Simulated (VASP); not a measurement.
# Ba (P4/mmm) in VASP: notebook, part 2 of 2

VASP 6.6.1.

## (3) Single point, LDA (strain +0.000 along x and y, -0.015 along z)

INCAR

```
  PREC = Accurate
  ENCUT = 520
  EDIFF = 1E-7
  ISMEAR = 0
  SIGMA = 0.15
  LREAL = F
  LASPH = T
  NELM = 80
  ALGO = Fast
  ISIF = 2
  LWAVE = F
  LCHARG = T
  GGA = CA
  LELF = T
  LVHAR = T
  NBANDS = 11
```

KPOINTS

```
regular mesh
0
Gamma
  12 12 12
```

POSCAR

```
Ba
1.0
    3.9177175405      0.0000000000      0.0000000000
    0.0000000000      3.9177175405      0.0000000000
    0.0000000000      0.0000000000      3.8589517774
Ba
1
Direct
    0.0000000000      0.0000000000      0.0000000000
```

Potentials or basis: VASP PAW LDA potentials, release 64 (Ba_sv).

Command:

```console
$ cat potpaw_LDA.64/Ba_sv/POTCAR > POTCAR
$ mpirun -np 1 vasp_std > vasp.out
```

OUTCAR:

```text
PREC = Accurate
   ENCUT = 520
   EDIFF = 1E-7
   ISMEAR = 0
   LREAL = F
   LASPH = T
   NELM = 80
   ISIF = 2
   GGA = CA

 ion  position               nearest neighbor table
   1  0.000  0.000  0.000-

  LATTYP: Found a simple tetragonal cell.
 ALAT       =     3.9177175405
 C/A-ratio  =     0.9850000000

  Lattice vectors:

 A1 = (   3.9177175405,   0.0000000000,   0.0000000000)
 A2 = (   0.0000000000,   3.9177175405,   0.0000000000)
 A3 = (   0.0000000000,   0.0000000000,   3.8589517774)

Analysis of symmetry for initial positions (statically):
=====================================================================
 Subroutine PRICEL returns:
 Original cell was already a primitive cell.

 Routine SETGRP: Setting up the symmetry group for a
 simple tetragonal supercell.

 Subroutine GETGRP returns: Found 16 space group operations
 (whereof 16 operations were pure point group operations)
 out of a pool of 16 trial point group operations.

The static configuration has the point symmetry D_4h.

Analysis of symmetry for dynamics (positions and initial velocities):
=====================================================================
 Subroutine PRICEL returns:
 Original cell was already a primitive cell.

 Routine SETGRP: Setting up the symmetry group for a
 simple tetragonal supercell.

 Subroutine GETGRP returns: Found 16 space group operations
 (whereof 16 operations were pure point group operations)
 out of a pool of 16 trial point group operations.

The dynamic configuration has the point symmetry D_4h.

 Subroutine INISYM returns: Found 16 space group operations
 (whereof 16 operations are pure point group operations),
 and found     1 'primitive' translations

----------------------------------------------------------------------------------------

                                     Primitive cell

[... 112 lines left out ...]
   LORBIT       =      0    0 simple, 1 ext, 2 COOP (PROOUT), +10 PAW based schemes
   GGA     = CA    functional components
   LHFCALC =     F    Hartree Fock is set to
   AEXX    =    0.0000 exact exchange contribution
   IVDW    =     0    specifies the selected vdW correction
   LEPSILON=     F    determine dielectric tensor
   LRPA    =     F    only Hartree local field effects (RPA)
 non-spin polarized calculation
 RMM-DIIS sequential band-by-band and
 Gauss-broadening in eV      SIGMA  =   0.15
  energy-cutoff  :      520.00
  volume of cell :       59.23
 maximum number of plane-waves:      1628
 NGX is ok and might be reduce to    30
   NGX = 15   NGY = 15   NGZ = 15

 number of electron      10.0000001 magnetization

 Free energy of the ion-electron system (eV)
  ---------------------------------------------------
  ext. energy  EPLUGINS =         0.00000000
  ---------------------------------------------------
  free energy    TOTEN  =        -1.94312922 eV

  energy without entropy =       -1.93435360  energy(sigma->0) =       -1.93874141

 E-fermi :   1.5364     XC(G=0):  -7.8006

 val. band max:        1.5270849687   @ k =   0.0000   0.0000   0.0833
 cond. band min:       1.5438192549   @ k =   0.5000   0.5000   0.5000
 fundamental gap:      0.0167342862
 Fermi energy:         1.5363687670

 k-point     1 :       0.0000    0.0000    0.0000
  band No.  band energies     occupation
      1     -27.4621      2.00000
      2     -12.2810      2.00000
      3     -12.2810      2.00000
      4     -12.2357      2.00000
      5      -1.0419      2.00000
      6       1.4848      1.37343
      7       1.4918      1.32559
      8       6.5410      0.00000
      9       6.6508      0.00000
     10       6.6508      0.00000
     11       9.2983      0.00000
[... 309 lines left out ...]
 k-point    24 :       0.4167    0.3333    0.0000
  band No.  band energies     occupation
      1     -27.3516      2.00000
      2     -12.9330      2.00000
      3     -12.7839      2.00000
      4     -12.1170      2.00000
      5       0.9417      2.00000
      6       1.8156      0.00847
      7       4.0601      0.00000
      8       4.6591      0.00000
      9       4.8018      0.00000
     10       5.2009      0.00000
     11       8.0504      0.00000

 [... further k-points ...]

------------------------ aborting loop because EDIFF is reached ----------------------------------------

  FORCE on cell =-STRESS in cart. coord.  units (eV):
  Direction    XX          YY          ZZ          XY          YZ          ZX
  --------------------------------------------------------------------------------------
  -------------------------------------------------------------------------------------
  Total       -0.4079108     -0.4079108     -0.2505526      0.0000000      0.0000000      0.0000000
  in kB      -11.0341827    -11.0341827     -6.7775681      0.0000000      0.0000000      0.0000000
  external PRESSURE =      -9.6153111 kB  Pullay stress =       0.0000000 kB

 VOLUME and BASIS-vectors are now :
 -----------------------------------------------------------------------------
  energy-cutoff  :      520.00
  volume of cell :       59.23
      direct lattice vectors                 reciprocal lattice vectors
     3.917717540  0.000000000  0.000000000     0.255250663  0.000000000  0.000000000
     0.000000000  3.917717540  0.000000000     0.000000000  0.255250663  0.000000000
     0.000000000  0.000000000  3.858951777     0.000000000  0.000000000  0.259137729

 POSITION                                       TOTAL-FORCE (eV/Angst)
 -----------------------------------------------------------------------------------
      0.00000      0.00000      0.00000         0.000000      0.000000      0.000000
 -----------------------------------------------------------------------------------
    total drift:                               -0.000000     -0.000000     -0.000000

  FREE ENERGIE OF THE ION-ELECTRON SYSTEM (eV)
  ---------------------------------------------------
  free  energy   TOTEN  =        -1.9431292182 eV

  energy  without entropy=       -1.9343535975  energy(sigma->0) =       -1.93874141
```

stdout:

```text
POSCAR found type information on POSCAR Ba
 POSCAR found :  1 types and       1 ions
 scaLAPACK will be used
 LDA part: xc-table for (Slater(with rela. corr.)+CA(PZ))
 , standard interpolation
 POSCAR, INCAR and KPOINTS ok, starting setup
 FFT: planning ... GRIDC
 FFT: planning ... GRID_SOFT
 FFT: planning ... GRID
 WAVECAR not read
 entering main loop
WARNING in EDDRMM: call to ZHEGV failed, returncode =   8  4      7
WARNING in EDDRMM: call to ZHEGV failed, returncode =   6  3      7
WARNING in EDDRMM: call to ZHEGV failed, returncode =   6  3      8
WARNING in EDDRMM: call to ZHEGV failed, returncode =   6  3      9
WARNING in EDDRMM: call to ZHEGV failed, returncode =   8  4     10
WARNING in EDDRMM: call to ZHEGV failed, returncode =   6  3      9
```

It took 47 s on 1 thread of AMD EPYC 9R45 (Zen 5), shared host; peak memory 0.21 GiB.

What came out:

| Item | Value |
| --- | --- |
| Free energy | -1.9431 eV |
| Pressure | -1.0 GPa |
| Band gap on the k mesh | zero (bands 5 and 6 overlap by 0.26 eV) |

Levels at points of the mesh, in eV from the Fermi level:
```csv
k point,band 3,band 4,band 5,band 6,band 7,band 8
"(0.00, 0.00, 0.00)",-13.82,-13.77,-2.58,-0.05,-0.04,5.00
"(0.50, 0.00, 0.00)",-13.74,-13.70,-0.74,0.51,0.97,2.66
"(0.50, 0.50, 0.00)",-14.49,-13.63,-1.01,0.58,3.31,3.31
"(0.00, 0.00, 0.50)",-13.73,-13.73,-0.67,0.58,1.05,2.61
"(0.50, 0.00, 0.50)",-14.47,-13.66,-1.03,0.68,3.11,3.21
"(0.50, 0.50, 0.50)",-14.37,-14.37,-0.10,-0.10,0.01,4.12
```

Caveat: the cell differs from its parent crystal (strain +0.000 along x and y, -0.015 along z); spin-orbit coupling is left out, which moves the levels of the heavy elements.

## (4) Single point, LDA (strain -0.015 along x and y, +0.030 along z)

INCAR

```
SYSTEM = Ba
PREC = Accurate
ENCUT = 520
EDIFF = 1E-6
ISMEAR = 0
SIGMA = 0.15
LREAL = .False.
LASPH = .True.
NELM = 80
ALGO = Normal
ISIF = 2
LWAVE = .False.
LCHARG = .False.
NBANDS = 11
```

KPOINTS

```
regular mesh
0
Gamma
  12 12 12
  0 0 0
```

POSCAR

```
Ba
1.0
    3.8589517774      0.0000000000      0.0000000000
    0.0000000000      3.8589517774      0.0000000000
    0.0000000000      0.0000000000      4.0352490667
Ba
1
Direct
    0.0000000000      0.0000000000      0.0000000000
```

Potentials or basis: VASP PAW LDA potentials, release 64 (Ba_sv).

Command:

```console
$ cat potpaw_LDA.64/Ba_sv/POTCAR > POTCAR
$ mpirun -np 1 vasp_std > vasp.out
```

OUTCAR:

```text
SYSTEM = Ba
   PREC = Accurate
   ENCUT = 520
   EDIFF = 1E-6
   ISMEAR = 0
   LREAL = .False.
   LASPH = .True.
   NELM = 80
   ISIF = 2

 ion  position               nearest neighbor table
   1  0.000  0.000  0.000-

  LATTYP: Found a simple tetragonal cell.
 ALAT       =     3.8589517774
 C/A-ratio  =     1.0456852792

  Lattice vectors:

 A1 = (   3.8589517774,   0.0000000000,   0.0000000000)
 A2 = (   0.0000000000,   3.8589517774,   0.0000000000)
 A3 = (   0.0000000000,   0.0000000000,   4.0352490667)

Analysis of symmetry for initial positions (statically):
=====================================================================
 Subroutine PRICEL returns:
 Original cell was already a primitive cell.

 Routine SETGRP: Setting up the symmetry group for a
 simple tetragonal supercell.

 Subroutine GETGRP returns: Found 16 space group operations
 (whereof 16 operations were pure point group operations)
 out of a pool of 16 trial point group operations.

The static configuration has the point symmetry D_4h.

Analysis of symmetry for dynamics (positions and initial velocities):
[... 170 lines left out ...]
      2     -12.4242      2.00000
      3     -12.3017      2.00000
      4     -12.3017      2.00000
      5      -1.0863      2.00000
      6       1.4340      1.38827
      7       1.4522      1.26291
      8       6.4018      0.00000
      9       6.4018      0.00000
     10       6.7021      0.00000
     11       8.7749      0.00000
[... 309 lines left out ...]
 k-point    24 :       0.4167    0.3333    0.0000
  band No.  band energies     occupation
      1     -27.3983      2.00000
      2     -13.0312      2.00000
      3     -12.8647      2.00000
      4     -12.2800      2.00000
      5       0.8788      2.00000
      6       1.9328      0.00003
      7       4.2125      0.00000
      8       4.3189      0.00000
      9       4.7547      0.00000
     10       4.7669      0.00000
     11       8.0688      0.00000

 [... further k-points ...]

------------------------ aborting loop because EDIFF is reached ----------------------------------------

  FORCE on cell =-STRESS in cart. coord.  units (eV):
  Direction    XX          YY          ZZ          XY          YZ          ZX
  --------------------------------------------------------------------------------------
  -------------------------------------------------------------------------------------
  Total       -0.2397163     -0.2397163     -0.6834451      0.0000000      0.0000000      0.0000000
  in kB       -6.3914454     -6.3914454    -18.2223827      0.0000000      0.0000000      0.0000000
  external PRESSURE =     -10.3350911 kB  Pullay stress =       0.0000000 kB

 VOLUME and BASIS-vectors are now :
 -----------------------------------------------------------------------------
  energy-cutoff  :      520.00
  volume of cell :       60.09
      direct lattice vectors                 reciprocal lattice vectors
     3.858951777  0.000000000  0.000000000     0.259137729  0.000000000  0.000000000
     0.000000000  3.858951777  0.000000000     0.000000000  0.259137729  0.000000000
     0.000000000  0.000000000  4.035249067     0.000000000  0.000000000  0.247816178

 POSITION                                       TOTAL-FORCE (eV/Angst)
 -----------------------------------------------------------------------------------
      0.00000      0.00000      0.00000         0.000000      0.000000      0.000000
 -----------------------------------------------------------------------------------
    total drift:                               -0.000000      0.000000     -0.000000

  FREE ENERGIE OF THE ION-ELECTRON SYSTEM (eV)
  ---------------------------------------------------
  free  energy   TOTEN  =        -1.9319057071 eV

  energy  without entropy=       -1.9230136463  energy(sigma->0) =       -1.92745968
```

Wall time 30 s (1 thread of AMD EPYC 9R45 (Zen 5), shared host); peak memory 0.21 GiB.

What came out:

- Free energy: -1.9319 eV
- Pressure: -1.0 GPa
- Band gap on the k mesh: zero (bands 5 and 6 overlap by 0.22 eV)

Caveat: the cell differs from its parent crystal (strain -0.015 along x and y, +0.030 along z); spin-orbit coupling is left out, which moves the levels of the heavy elements.

## (5) Overview

| cell | gap on the mesh (eV) | pressure (GPa) |
| --- | --- | --- |
| a = 3.859, b = 3.859, c = 3.918 Å, 1 atom | none | -0.9 |
| a = 3.918, b = 3.918, c = 3.859 Å, 1 atom | none | -1.0 |
| a = 3.859, b = 3.859, c = 4.035 Å, 1 atom | none | -1.0 |

Alike in all rows: task single point; level LDA; potentials or basis VASP PAW LDA potentials, release 64 (Ba_sv); no spin polarisation; k mesh 12 × 12 × 12; cutoff (eV) 520; smearing gaussian 0.15 eV.

Caveats: spin-orbit coupling is left out, which moves the levels of the heavy elements.

Absolute energies hang on the potentials; compare differences alone.

The gap in the log of VASP goes by the Fermi energy; the results here count the filled bands.